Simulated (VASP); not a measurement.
# Pb (Pm-3n) in VASP: single point with PBE

Aim: the single point of Pb with PBE.

All numbers are computed with VASP 6.6.1; they aren't measurements. Logs are shortened: lines on timing, memory, paths and dates and some standing lists are left out, and cuts for length are marked.

**1. The cell of the first run**

The structure is cubic, space group Pm-3n (No. 223). Conventional cell: a = 6.315 Å, b = 6.315 Å, c = 6.315 Å, α = 90.00°, β = 90.00°, γ = 90.00°. Pb (site symmetry m-3) has 12 Pb at 3.53 Å within 4.6 Å. Within 4.2 Å of Pb (site symmetry -4m2) lie 14 Pb at 3.16 to 3.87 Å.

**2. Single point, PBE**

INCAR

```
ALGO     = Fast           # electronic algorithm
EDIFF    = 1E-6           # SCF threshold, eV
ENCUT    = 520            # plane-wave cutoff, eV
GGA      = PE             # functional
ISIF     = 2              # what is computed and relaxed
ISMEAR   = 0              # smearing method
LASPH    = True           # aspherical terms in the spheres
LCHARG   = True           # write CHGCAR
LELF     = True           # ELF
LREAL    = False          # projectors in reciprocal space
LVHAR    = True         
LWAVE    = False          # write WAVECAR
NBANDS   = 66             # bands
NELM     = 60             # most SCF steps
PREC     = Accurate       # precision mode
SIGMA    = 0.1            # smearing width, eV
```

KPOINTS

```
k-points
0
Gamma
  4 4 4
```

POSCAR

```
Pb
1.0
    6.3145455411      0.0000000000      0.0000000000
    0.0000000000      6.3145455411      0.0000000000
    0.0000000000      0.0000000000      6.3145455411
Pb
8
Direct
    0.5000000000      0.5000000000      0.5000000000
    0.0000000000      0.0000000000      0.0000000000
    0.2500000000      0.0000000000      0.5000000000
    0.5000000000      0.2500000000      0.0000000000
    0.5000000000      0.7500000000      0.0000000000
    0.7500000000      0.0000000000      0.5000000000
    0.0000000000      0.5000000000      0.7500000000
    0.0000000000      0.5000000000      0.2500000000
```

Potentials or basis: VASP PAW PBE potentials, release 64 (Pb_d).

Launch:

```console
cat potpaw_PBE.64/Pb_d/POTCAR > POTCAR
mpirun -np 1 vasp_std > vasp.out
```

OUTCAR:

```text
EDIFF = 1E-6
   ENCUT = 520
   GGA = PE
   ISIF = 2
   ISMEAR = 0
   LASPH = True
   LREAL = False
   NELM = 60
   PREC = Accurate

 ion  position               nearest neighbor table
   1  0.500  0.500  0.500-   3 3.53   4 3.53   5 3.53   6 3.53   7 3.53   8 3.53   4 3.53   5 3.53
                             3 3.53   6 3.53   7 3.53   8 3.53
   2  0.000  0.000  0.000-   3 3.53   4 3.53   5 3.53   6 3.53   7 3.53   8 3.53   3 3.53   6 3.53
                             7 3.53   8 3.53   4 3.53   5 3.53
   3  0.250  0.000  0.500-   6 3.16   6 3.16   1 3.53   2 3.53   1 3.53   2 3.53   8 3.87   7 3.87
                             8 3.87   7 3.87   4 3.87   5 3.87   4 3.87   5 3.87
   4  0.500  0.250  0.000-   5 3.16   5 3.16   1 3.53   1 3.53   2 3.53   2 3.53   8 3.87   7 3.87
                             7 3.87   8 3.87   6 3.87   3 3.87   3 3.87   6 3.87
   5  0.500  0.750  0.000-   4 3.16   4 3.16   1 3.53   1 3.53   2 3.53   2 3.53   8 3.87   7 3.87
                             7 3.87   8 3.87   6 3.87   3 3.87   3 3.87   6 3.87
   6  0.750  0.000  0.500-   3 3.16   3 3.16   1 3.53   2 3.53   1 3.53   2 3.53   8 3.87   7 3.87
                             8 3.87   7 3.87   5 3.87   4 3.87   4 3.87   5 3.87
   7  0.000  0.500  0.750-   8 3.16   8 3.16   1 3.53   2 3.53   2 3.53   1 3.53   3 3.87   4 3.87
                             5 3.87   3 3.87   6 3.87   6 3.87   4 3.87   5 3.87
   8  0.000  0.500  0.250-   7 3.16   7 3.16   1 3.53   2 3.53   2 3.53   1 3.53   3 3.87   4 3.87
                             5 3.87   3 3.87   6 3.87   6 3.87   4 3.87   5 3.87

  LATTYP: Found a simple cubic cell.
 ALAT       =     6.3145455411

  Lattice vectors:

 A1 = (   6.3145455411,   0.0000000000,   0.0000000000)
 A2 = (   0.0000000000,   6.3145455411,   0.0000000000)
 A3 = (   0.0000000000,   0.0000000000,   6.3145455411)

Analysis of symmetry for initial positions (statically):
=====================================================================
 Subroutine PRICEL returns:
 Original cell was already a primitive cell.

 Routine SETGRP: Setting up the symmetry group for a
 simple cubic supercell.

 Subroutine GETGRP returns: Found 48 space group operations
 (whereof 24 operations were pure point group operations)
 out of a pool of 48 trial point group operations.

The static configuration has the point symmetry T_h .
 The point group associated with its full space group is O_h .

Analysis of symmetry for dynamics (positions and initial velocities):
=====================================================================
 Subroutine PRICEL returns:
 Original cell was already a primitive cell.

 Routine SETGRP: Setting up the symmetry group for a
 simple cubic supercell.

 Subroutine GETGRP returns: Found 48 space group operations
 (whereof 24 operations were pure point group operations)
 out of a pool of 48 trial point group operations.

The dynamic configuration has the point symmetry T_h .
 The point group associated with its full space group is O_h .

 Subroutine INISYM returns: Found 48 space group operations
 (whereof 24 operations are pure point group operations),
 and found     1 'primitive' translations

----------------------------------------------------------------------------------------

                                     Primitive cell

  volume of cell :     251.7829

  direct lattice vectors                    reciprocal lattice vectors
     6.314545541  0.000000000  0.000000000     0.158364524  0.000000000  0.000000000
     0.000000000  6.314545541  0.000000000     0.000000000  0.158364524  0.000000000
     0.000000000  0.000000000  6.314545541     0.000000000  0.000000000  0.158364524

  length of vectors
     6.314545541  6.314545541  6.314545541     0.158364524  0.158364524  0.158364524

  position of ions in fractional coordinates (direct lattice)
     0.500000000  0.500000000  0.500000000
     0.000000000  0.000000000  0.000000000
     0.250000000  0.000000000  0.500000000
     0.500000000  0.250000000  0.000000000
     0.500000000  0.750000000  0.000000000
     0.750000000  0.000000000  0.500000000
     0.000000000  0.500000000  0.750000000
     0.000000000  0.500000000  0.250000000

  ion indices of the primitive-cell ions
   primitive index   ion index
                 1           1
                 2           2
                 3           3
                 4           4
                 5           5
                 6           6
                 7           7
                 8           8

----------------------------------------------------------------------------------------

 KPOINTS: k-points

Automatic generation of k-mesh.
 Grid dimensions read from file:
 generate k-points for:    4    4    4

 Generating k-lattice:

  Cartesian coordinates                     Fractional coordinates (reciprocal lattice)
     0.039591131  0.000000000  0.000000000     0.250000000  0.000000000  0.000000000
     0.000000000  0.039591131  0.000000000     0.000000000  0.250000000  0.000000000
     0.000000000  0.000000000  0.039591131     0.000000000  0.000000000  0.250000000

  Length of vectors
     0.039591131  0.039591131  0.039591131

  Shift w.r.t. Gamma in fractional coordinates (k-lattice)
     0.000000000  0.000000000  0.000000000

 Subroutine IBZKPT returns following result:
 ===========================================

 Found     10 irreducible k-points:

 Following reciprocal coordinates:
            Coordinates               Weight
  0.000000  0.000000  0.000000      1.000000
  0.250000  0.000000  0.000000      6.000000
  0.500000  0.000000  0.000000      3.000000
  0.250000  0.250000  0.000000     12.000000
  0.500000  0.250000  0.000000     12.000000
  0.500000  0.500000  0.000000      3.000000
  0.250000  0.250000  0.250000      8.000000
  0.500000  0.250000  0.250000     12.000000
  0.500000  0.500000  0.250000      6.000000
  0.500000  0.500000  0.500000      1.000000
   k-points           NKPTS =     10   k-points in BZ     NKDIM =     10   number of bands    NBANDS=     66
   number of dos      NEDOS =    301   number of ions     NIONS =      8
   total plane-waves  NPLWV = 110592
   dimension x,y,z NGX =    48 NGY =   48 NGZ =   48
   dimension x,y,z NGXF=    96 NGYF=   96 NGZF=   96
   ions per type =               8
   NGX,Y,Z   is equivalent  to a cutoff of  12.64, 12.64, 12.64 a.u.
   NGXF,Y,Z  is equivalent  to a cutoff of  25.27, 25.27, 25.27 a.u.
 SYSTEM =  unknown system
   PREC   = accura    normal or accurate (medium, high low for compatibility)
   ISTART =      0    job   : 0-new  1-cont  2-samecut
   ICHARG =      2    charge: 1-file 2-atom 10-const
   ISPIN  =      1    spin polarized calculation?
   LNONCOLLINEAR =      F non collinear calculations
   LSORBIT =      F    spin-orbit coupling
   LASPH  =      T    aspherical Exc in radial PAW
   ENCUT  =  520.0 eV  38.22 Ry    6.18 a.u.  11.74 11.74 11.74*2*pi/ulx,y,z
   NELM   =     60;   NELMIN=  2; NELMDL= -5     # of ELM steps
   EDIFF  = 0.1E-05   stopping-criterion for ELM
   LREAL  =      F    real-space projection
   EDIFFG = 0.1E-04   stopping-criterion for IOM
   NSW    =      0    number of steps for IOM
   IBRION =     -1    ionic relax: 0-MD 1-quasi-New 2-CG
   NFREE  =      0    steps in history (QN), initial steepest desc. (CG)
   ISIF   =      2    stress and relaxation
   ISYM   =      2    0-nonsym 1-usesym 2-fastsym
   POTIM  = 0.5000    time-step for ionic-motion
   TEBEG  =    0.0;   TEEND  =   0.0 temperature during run
   PSTRESS=    0.0 pullay stress
   NELECT =     112.0000    total number of electrons
   NUPDOWN=      -1.0000    fix difference up-down
   EMIN   =  10.00;   EMAX   =-10.00  energy-range for DOS
   EFERMI =   0.00;   METHOD = LEGACY
   ISMEAR =     0;   SIGMA  =   0.10  broadening in eV -4-tet -1-fermi 0-gaus
   EFERMI_NEDOS =   21; number of points for ismear=-14 and -15
   IALGO  =     68    algorithm
   IMIX   =      4    mixing-type and parameters
     AMIX     =   0.40;   BMIX     =  1.00
     AMIX_MAG =   1.60;   BMIX_MAG =  1.00
  volume/ion in A,a.u.               =      31.47       212.39
  Fermi-wavevector in a.u.,A,eV,Ry     =   1.249699  2.361589 21.248864  1.561747
  Thomas-Fermi vector in A             =   2.383727
   LORBIT       =      0    0 simple, 1 ext, 2 COOP (PROOUT), +10 PAW based schemes
   GGA     = PE    functional components
   LHFCALC =     F    Hartree Fock is set to
   AEXX    =    0.0000 exact exchange contribution
   IVDW    =     0    specifies the selected vdW correction
   LEPSILON=     F    determine dielectric tensor
   LRPA    =     F    only Hartree local field effects (RPA)
 non-spin polarized calculation
 RMM-DIIS sequential band-by-band and
 Gauss-broadening in eV      SIGMA  =   0.10
  energy-cutoff  :      520.00
  volume of cell :      251.78
 maximum number of plane-waves:      6816
 NGX is ok and might be reduce to    48
   NGX = 23   NGY = 23   NGZ = 23

 number of electron     111.9999972 magnetization

 Free energy of the ion-electron system (eV)
  ---------------------------------------------------
  ext. energy  EPLUGINS =         0.00000000
  ---------------------------------------------------
  free energy    TOTEN  =       -27.87312838 eV

  energy without entropy =      -27.83406373  energy(sigma->0) =      -27.85359606

 E-fermi :   6.9204     XC(G=0):  -9.9985

 val. band max:        6.9022254005   @ k =   0.0000   0.0000   0.0000
 cond. band min:       6.9224491918   @ k =   0.5000   0.2500   0.2500
 fundamental gap:      0.0202237913
 Fermi energy:         6.9203950776

 k-point     1 :       0.0000    0.0000    0.0000
  band No.  band energies     occupation
      1     -10.4525      2.00000
      2     -10.4454      2.00000
      3     -10.4454      2.00000
      4     -10.2620      2.00000
      5     -10.2620      2.00000
      6     -10.2620      2.00000
[... 58 lines left out ...]
     65       9.8701      0.00000
     66       9.8701      0.00000

 k-point     2 :       0.2500    0.0000    0.0000
  band No.  band energies     occupation
      1     -10.4485      2.00000
      2     -10.4450      2.00000
      3     -10.3604      2.00000
      4     -10.2791      2.00000
      5     -10.2464      2.00000
      6     -10.2464      2.00000
[... 58 lines left out ...]
     65      10.4679      0.00000
     66      11.3549      0.00000

 k-point     3 :       0.5000    0.0000    0.0000
  band No.  band energies     occupation
      1     -10.4457      2.00000
      2     -10.4457      2.00000
      3     -10.2755      2.00000
      4     -10.2755      2.00000
      5     -10.2332      2.00000
      6     -10.2332      2.00000
[... 472 lines left out ...]
     65       9.5593      0.00000
     66       9.6129      0.00000

 k-point    10 :       0.5000    0.5000    0.5000
  band No.  band energies     occupation
      1     -10.2104      2.00000
      2     -10.2104      2.00000
      3     -10.2104      2.00000
      4     -10.2104      2.00000
      5     -10.2022      2.00000
      6     -10.2022      2.00000
[... 58 lines left out ...]
     65       8.8370      0.00000
     66       9.2526      0.00000

------------------------ aborting loop because EDIFF is reached ----------------------------------------

  FORCE on cell =-STRESS in cart. coord.  units (eV):
  Direction    XX          YY          ZZ          XY          YZ          ZX
  --------------------------------------------------------------------------------------
  -------------------------------------------------------------------------------------
  Total        2.9310480      2.9310480      2.9310480     -0.0000000     -0.0000000      0.0000000
  in kB       18.6512188     18.6512188     18.6512188     -0.0000000     -0.0000000      0.0000000
  external PRESSURE =      18.6512188 kB  Pullay stress =       0.0000000 kB

 VOLUME and BASIS-vectors are now :
 -----------------------------------------------------------------------------
  energy-cutoff  :      520.00
  volume of cell :      251.78
      direct lattice vectors                 reciprocal lattice vectors
     6.314545541  0.000000000  0.000000000     0.158364524  0.000000000  0.000000000
     0.000000000  6.314545541  0.000000000     0.000000000  0.158364524  0.000000000
     0.000000000  0.000000000  6.314545541     0.000000000  0.000000000  0.158364524

 POSITION                                       TOTAL-FORCE (eV/Angst)
 -----------------------------------------------------------------------------------
      3.15727      3.15727      3.15727        -0.000000      0.000000      0.000000
      0.00000      0.00000      0.00000        -0.000000      0.000000      0.000000
      1.57864      0.00000      3.15727         0.000000      0.000000      0.000000
      3.15727      1.57864      0.00000         0.000000     -0.000000     -0.000000
      3.15727      4.73591      0.00000        -0.000000      0.000000      0.000000
      4.73591      0.00000      3.15727        -0.000000     -0.000000     -0.000000
      0.00000      3.15727      4.73591        -0.000000     -0.000000     -0.000000
      0.00000      3.15727      1.57864         0.000000     -0.000000      0.000000
 -----------------------------------------------------------------------------------
    total drift:                                0.000000     -0.000000      0.000000

  FREE ENERGIE OF THE ION-ELECTRON SYSTEM (eV)
  ---------------------------------------------------
  free  energy   TOTEN  =       -27.8731283802 eV

  energy  without entropy=      -27.8340637340  energy(sigma->0) =      -27.85359606
```

Wall time 2.1 min (1 thread of AMD EPYC 9R45 (Zen 5), shared host); peak memory 0.34 GiB.

What came out:

```
Free energy            : -27.8731 eV
Pressure               : 1.9 GPa
Band gap on the k mesh : zero (bands 56 and 57 overlap by 0.77 eV)
```

Levels at points of the mesh, in eV from the Fermi level:
```csv
k point,band 54,band 55,band 56,band 57,band 58,band 59
"(0.00, 0.00, 0.00)",-1.15,-1.15,-1.15,-0.54,-0.02,-0.02
"(0.50, 0.00, 0.00)",-1.74,-0.47,-0.47,0.42,0.42,0.88
"(0.50, 0.50, 0.00)",-0.44,-0.10,-0.10,0.41,0.41,1.20
"(0.50, 0.50, 0.50)",-0.62,-0.26,-0.26,1.90,1.90,1.90
```

Caveat: spin-orbit coupling is left out, which moves the levels of the heavy elements.

The gap in the log of VASP goes by the Fermi energy; the results here count the filled bands.